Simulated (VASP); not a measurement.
The system is P.

```
CELL_PARAMETERS angstrom
0.00000 1.96707 1.96707
1.96707 0.00000 1.96707
1.96707 1.96707 0.00000
ATOMIC_POSITIONS crystal
P 0.00000 0.00000 0.00000
```

This isn't the form of P at room conditions, which is orthorhombic.

* Program: VASP 6.6.1
* Task: relaxation of cell and atoms
* Functional: LDA
* Potentials or basis: VASP PAW LDA potentials, release 64 (P)
* Cutoff: 600 eV
* k mesh: 14 × 14 × 14
* Occupations: fermi-dirac, width 0.1 eV
* Spin: no spin polarisation

At the start: pressure -8.0 GPa; volume 15.22 Å³/atom.

Problem. Where does the relaxation end?

Solution. Over 3 steps the energy falls by 37.0 meV/atom and the volume is 13.85 Å³/atom (-9.0 %); space group Fm-3m (No. 225, to 0.1 Å) before and after.

Step by step:
```csv
step,energy change (eV),largest force (eV/Å),pressure (GPa),volume (Å³)
1,0.0000,0.0000,-8.02,15.22
2,-0.0356,0.0000,1.91,13.61
3,-0.0370,0.0000,0.00,13.85
```

Final structure:
```cif
data_structure
_symmetry_space_group_name_H-M 'P 1'
_symmetry_Int_Tables_number 1
_cell_length_a 2.6956
_cell_length_b 2.6956
_cell_length_c 2.6956
_cell_angle_alpha 60.000
_cell_angle_beta 60.000
_cell_angle_gamma 60.000
_cell_volume 13.85
loop_
_atom_site_label
_atom_site_type_symbol
_atom_site_fract_x
_atom_site_fract_y
_atom_site_fract_z
_atom_site_occupancy
P1 P 0.00000 0.00000 0.00000 1
```

Caveat: an odd number of electrons without spin polarisation forces a metal; a magnetic or distorted state may lie lower.
